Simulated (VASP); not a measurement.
# Cu (I4/mmm) in VASP: notebook, part 2 of 2

VASP 6.6.1. The steps go on from the part before.

**3. Single point, PBE (11.29 Å³/atom)**

File INCAR:

```
SYSTEM = Cu
PREC = Accurate
ENCUT = 820
EDIFF = 1E-6
ISMEAR = 0
SIGMA = 0.1
LREAL = .FALSE.
LASPH = .TRUE.
NELM = 120
ALGO = Normal
ISIF = 2
LWAVE = .FALSE.
LCHARG = .FALSE.
GGA = PE
NBANDS = 16
GGA_COMPAT = .FALSE.
```

File KPOINTS:

```
regular mesh
0
G
  20 20 20
  0 0 0
```

File POSCAR:

```
Cu
1.0
   -1.4397463878      1.4397463878      1.3620455734
    1.4397463878     -1.4397463878      1.3620455734
    1.4397463878      1.4397463878     -1.3620455734
Cu
1
Direct
    0.0000000000      0.0000000000      0.0000000000
```

Potentials or basis: VASP PAW PBE potentials, release 64 (Cu_sv_GW).

On the command line:

```console
cat potpaw_PBE.64/Cu_sv_GW/POTCAR > POTCAR
mpirun -np 1 vasp_std > vasp.out
```

OUTCAR:

```text
SYSTEM = Cu
   PREC = Accurate
   ENCUT = 820
   EDIFF = 1E-6
   ISMEAR = 0
   LREAL = .FALSE.
   LASPH = .TRUE.
   NELM = 120
   ISIF = 2
   GGA = PE

 ion  position               nearest neighbor table
   1  0.000  0.000  0.000-

  LATTYP: Found a body centered tetragonal cell.
 ALAT       =     2.8794927756
 C/A-ratio  =     0.9460315962

  Lattice vectors:

 A1 = (  -1.4397463878,   1.4397463878,   1.3620455734)
 A2 = (   1.4397463878,  -1.4397463878,   1.3620455734)
 A3 = (   1.4397463878,   1.4397463878,  -1.3620455734)

Analysis of symmetry for initial positions (statically):
=====================================================================
 Subroutine PRICEL returns:
 Original cell was already a primitive cell.

 Routine SETGRP: Setting up the symmetry group for a
 body centered tetragonal supercell.

 Subroutine GETGRP returns: Found 16 space group operations
 (whereof 16 operations were pure point group operations)
 out of a pool of 16 trial point group operations.

The static configuration has the point symmetry D_4h.

Analysis of symmetry for dynamics (positions and initial velocities):
=====================================================================
 Subroutine PRICEL returns:
 Original cell was already a primitive cell.

 Routine SETGRP: Setting up the symmetry group for a
 body centered tetragonal supercell.

 Subroutine GETGRP returns: Found 16 space group operations
 (whereof 16 operations were pure point group operations)
 out of a pool of 16 trial point group operations.

The dynamic configuration has the point symmetry D_4h.

 Subroutine INISYM returns: Found 16 space group operations
 (whereof 16 operations are pure point group operations),
 and found     1 'primitive' translations

----------------------------------------------------------------------------------------

                                     Primitive cell

  volume of cell :      11.2934

  direct lattice vectors                    reciprocal lattice vectors
    -1.439746388  1.439746388  1.362045573     0.000000000  0.347283386  0.367094912
     1.439746388 -1.439746388  1.362045573     0.347283386  0.000000000  0.367094912
     1.439746388  1.439746388 -1.362045573     0.347283386  0.347283386  0.000000000

  length of vectors
     2.449674972  2.449674972  2.449674972     0.505335952  0.505335952  0.491132874

  position of ions in fractional coordinates (direct lattice)
     0.000000000  0.000000000  0.000000000

  ion indices of the primitive-cell ions
   primitive index   ion index
                 1           1

----------------------------------------------------------------------------------------

 KPOINTS: regular mesh

Automatic generation of k-mesh.
 Grid dimensions read from file:
 generate k-points for:   20   20   20

 Generating k-lattice:

  Cartesian coordinates                     Fractional coordinates (reciprocal lattice)
     0.000000000  0.017364169  0.018354746     0.050000000  0.000000000  0.000000000
     0.017364169  0.000000000  0.018354746     0.000000000  0.050000000  0.000000000
     0.017364169  0.017364169  0.000000000     0.000000000  0.000000000  0.050000000

  Length of vectors
     0.025266798  0.025266798  0.024556644

  Shift w.r.t. Gamma in fractional coordinates (k-lattice)
     0.000000000  0.000000000  0.000000000

 Subroutine IBZKPT returns following result:
 ===========================================

 Found    641 irreducible k-points:

 Following reciprocal coordinates:
            Coordinates               Weight
  0.000000  0.000000  0.000000      1.000000
  0.050000 -0.000000  0.000000      8.000000
  0.100000  0.000000  0.000000      8.000000
  0.150000  0.000000 -0.000000      8.000000
  0.200000  0.000000  0.000000      8.000000
  0.250000  0.000000  0.000000      8.000000
[... 16 lines left out ...]
 -0.400000  0.050000 -0.000000     16.000000
 -0.350000  0.050000 -0.000000     16.000000
 [... further k-points ...]
   k-points           NKPTS =    641   k-points in BZ     NKDIM =    641   number of bands    NBANDS=     16
   number of dos      NEDOS =    301   number of ions     NIONS =      1
   total plane-waves  NPLWV =  13824
   dimension x,y,z NGX =    24 NGY =   24 NGZ =   24
   dimension x,y,z NGXF=    48 NGYF=   48 NGZF=   48
   ions per type =               1
   NGX,Y,Z   is equivalent  to a cutoff of  16.29, 16.29, 16.29 a.u.
   NGXF,Y,Z  is equivalent  to a cutoff of  32.57, 32.57, 32.57 a.u.
 SYSTEM =  Cu
   PREC   = accura    normal or accurate (medium, high low for compatibility)
   ISTART =      0    job   : 0-new  1-cont  2-samecut
   ICHARG =      2    charge: 1-file 2-atom 10-const
   ISPIN  =      1    spin polarized calculation?
   LNONCOLLINEAR =      F non collinear calculations
   LSORBIT =      F    spin-orbit coupling
   LASPH  =      T    aspherical Exc in radial PAW
   ENCUT  =  820.0 eV  60.27 Ry    7.76 a.u.   5.72  5.72  5.72*2*pi/ulx,y,z
   NELM   =    120;   NELMIN=  2; NELMDL= -5     # of ELM steps
   EDIFF  = 0.1E-05   stopping-criterion for ELM
   LREAL  =      F    real-space projection
[... 7 lines left out ...]
   TEBEG  =    0.0;   TEEND  =   0.0 temperature during run
   PSTRESS=    0.0 pullay stress
   NELECT =      19.0000    total number of electrons
   NUPDOWN=      -1.0000    fix difference up-down
   EMIN   =  10.00;   EMAX   =-10.00  energy-range for DOS
   EFERMI =   0.00;   METHOD = LEGACY
   ISMEAR =     0;   SIGMA  =   0.10  broadening in eV -4-tet -1-fermi 0-gaus
   EFERMI_NEDOS =   21; number of points for ismear=-14 and -15
   IALGO  =     38    algorithm
   IMIX   =      4    mixing-type and parameters
     AMIX     =   0.40;   BMIX     =  1.00
     AMIX_MAG =   1.60;   BMIX_MAG =  1.00
  volume/ion in A,a.u.               =      11.29        76.21
  Fermi-wavevector in a.u.,A,eV,Ry     =   1.947085  3.679456 51.581570  3.791138
  Thomas-Fermi vector in A             =   2.975406
   LORBIT       =      0    0 simple, 1 ext, 2 COOP (PROOUT), +10 PAW based schemes
   GGA     = PE    functional components
   LHFCALC =     F    Hartree Fock is set to
   AEXX    =    0.0000 exact exchange contribution
   IVDW    =     0    specifies the selected vdW correction
   LEPSILON=     F    determine dielectric tensor
   LRPA    =     F    only Hartree local field effects (RPA)
 non-spin polarized calculation
 Gauss-broadening in eV      SIGMA  =   0.10
  energy-cutoff  :      820.00
  volume of cell :       11.29
 maximum number of plane-waves:       619
   NGX = 11   NGY = 11   NGZ = 11

 number of electron      19.0000000 magnetization

 Free energy of the ion-electron system (eV)
  ---------------------------------------------------
  ext. energy  EPLUGINS =         0.00000000
  ---------------------------------------------------
  free energy    TOTEN  =        -3.73900085 eV

  energy without entropy =       -3.73687661  energy(sigma->0) =       -3.73793873

 E-fermi :   8.1687     XC(G=0): -13.6494

 val. band max:        8.1504416941   @ k =   0.3500   0.1000   0.0500
 cond. band min:       8.1750361760   @ k =   0.5000   0.3000   0.0500
 fundamental gap:      0.0245944820
 Fermi energy:         8.1686750509

 k-point     1 :       0.0000    0.0000    0.0000
  band No.  band energies     occupation
      1    -104.5548      2.00000
      2     -61.8581      2.00000
      3     -61.8527      2.00000
      4     -61.8527      2.00000
      5      -1.6020      2.00000
      6       4.7773      2.00000
[... 8 lines left out ...]
     15      37.3694      0.00000
     16      37.3698      0.00000

 k-point     2 :       0.0500   -0.0000    0.0000
  band No.  band energies     occupation
      1    -104.5542      2.00000
      2     -61.8599      2.00000
      3     -61.8538      2.00000
      4     -61.8537      2.00000
      5      -1.5002      2.00000
      6       4.7862      2.00000
[... 8 lines left out ...]
     15      36.2765      0.00000
     16      36.7166      0.00000
[... 387 lines left out ...]
      5       2.5484      2.00000
      6       4.1914      2.00000
[... 8 lines left out ...]
     15      33.6286      0.00000
     16      42.4257      0.00000

 k-point    24 :      -0.3500    0.0500   -0.0000
  band No.  band energies     occupation
      1    -104.5402      2.00000
      2     -61.9502      2.00000
      3     -61.8882      2.00000
      4     -61.8570      2.00000
      5       1.9917      2.00000
      6       4.2921      2.00000
[... 8 lines left out ...]
     15      33.8893      0.00000
     16      40.8687      0.00000

 [... further k-points ...]

------------------------ aborting loop because EDIFF is reached ----------------------------------------

  FORCE on cell =-STRESS in cart. coord.  units (eV):
  Direction    XX          YY          ZZ          XY          YZ          ZX
  --------------------------------------------------------------------------------------
  -------------------------------------------------------------------------------------
  Total        0.6274517      0.6274517      0.6219370      0.0000000      0.0000000      0.0000000
  in kB       89.0158312     89.0158312     88.2334709      0.0000000      0.0000000      0.0000000
  external PRESSURE =      88.7550444 kB  Pullay stress =       0.0000000 kB

 VOLUME and BASIS-vectors are now :
 -----------------------------------------------------------------------------
  energy-cutoff  :      820.00
  volume of cell :       11.29
      direct lattice vectors                 reciprocal lattice vectors
    -1.439746388  1.439746388  1.362045573     0.000000000  0.347283386  0.367094912
     1.439746388 -1.439746388  1.362045573     0.347283386  0.000000000  0.367094912
     1.439746388  1.439746388 -1.362045573     0.347283386  0.347283386  0.000000000

 POSITION                                       TOTAL-FORCE (eV/Angst)
 -----------------------------------------------------------------------------------
      0.00000      0.00000      0.00000         0.000000      0.000000      0.000000
 -----------------------------------------------------------------------------------
    total drift:                                0.000000      0.000000     -0.000000

  FREE ENERGIE OF THE ION-ELECTRON SYSTEM (eV)
  ---------------------------------------------------
  free  energy   TOTEN  =        -3.7390008529 eV

  energy  without entropy=       -3.7368766088  energy(sigma->0) =       -3.73793873
```

OSZICAR:

```text
N       E                     dE             d eps       ncg     rms          rms(c)
DAV:   1     0.250969420399E+03    0.25097E+03   -0.14957E+04 26776   0.498E+03
DAV:   2     0.573405253593E+01   -0.24524E+03   -0.23279E+03 30808   0.983E+02
DAV:   3    -0.443067979984E+01   -0.10165E+02   -0.10135E+02 28384   0.197E+02
DAV:   4    -0.457110931350E+01   -0.14043E+00   -0.14040E+00 27960   0.161E+01
DAV:   5    -0.457987822188E+01   -0.87689E-02   -0.87689E-02 30128   0.439E+00    0.830E+00
DAV:   6    -0.425653150933E+01    0.32335E+00   -0.55018E+00 24632   0.189E+02    0.527E+00
DAV:   7    -0.375752811327E+01    0.49900E+00   -0.17847E+00 22104   0.103E+02    0.185E+00
DAV:   8    -0.373899340813E+01    0.18535E-01   -0.25647E-02 34248   0.457E+00    0.215E-01
DAV:   9    -0.373903903370E+01   -0.45626E-04   -0.90005E-04 32360   0.183E+00    0.845E-02
DAV:  10    -0.373900069589E+01    0.38338E-04   -0.73067E-05 33584   0.606E-01    0.519E-03
DAV:  11    -0.373900085294E+01   -0.15705E-06   -0.53487E-07 16376   0.152E-02
   1 F= -.37390009E+01 E0= -.37379387E+01  d E =-.212424E-02
```

It took 4 min on 1 thread of Intel Xeon Platinum 8375C at 2.90GHz (Ice Lake), shared host; peak memory 0.38 GiB.

Results:

```
Free energy            : -3.7390 eV
Pressure               : 8.9 GPa
Band gap on the k mesh : zero (an odd number of electrons rules out a gap without spin polarisation)
```

Caveat: the cell stands under pressure.

The gap in the log of VASP goes by the Fermi energy; the results here count the filled bands.